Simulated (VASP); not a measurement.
A run of VASP 6.6.1 is set up as follows.

INCAR

```
SYSTEM = Zn
ALGO     = Normal         ! electronic algorithm
EDIFF    = 1E-6           ! SCF threshold, eV
ENCUT    = 500            ! plane-wave cutoff, eV
GGA      = PE             ! functional
GGA_COMPAT= .False.      
ISIF     = 2              ! what is computed and relaxed
ISMEAR   = 0              ! smearing method
IVDW     = 12             ! dispersion correction
LASPH    = .True.         ! aspherical terms in the spheres
LCHARG   = .False.        ! write CHGCAR
LREAL    = .False.        ! projectors in reciprocal space
LWAVE    = .False.        ! write WAVECAR
NBANDS   = 12             ! bands
NELM     = 120            ! most SCF steps
PREC     = Accurate       ! precision mode
SIGMA    = 0.1            ! smearing width, eV
```

Contents of KPOINTS:

```
k-points
0
Gamma
  8 8 8
  0 0 0
```

POSCAR

```
Zn
1.0
    0.0000000000      1.9647760000      1.9647760000
    1.9647760000      0.0000000000      1.9647760000
    1.9647760000      1.9647760000      0.0000000000
Zn
1
Direct
    0.0000000000      0.0000000000      0.0000000000
```

Potentials or basis: VASP PAW PBE potentials, release 64 (Zn).

Launch:

```sh
$ cat potpaw_PBE.64/Zn/POTCAR > POTCAR
$ mpirun -np 1 vasp_std > vasp.out
```

Question: What does it give for the dispersion energy per atom?

Answer: -0.403 eV.

Question: Estimate the pressure.

Answer: -3.8 GPa.

Question: What does it give for the band gap on the k mesh?

Answer: Zero (band 6 reaches 5.34 eV, above the bottom of band 7 at 1.70 eV).

Caveat: pairwise dispersion overbinds metals, which lowers pressure and volume.
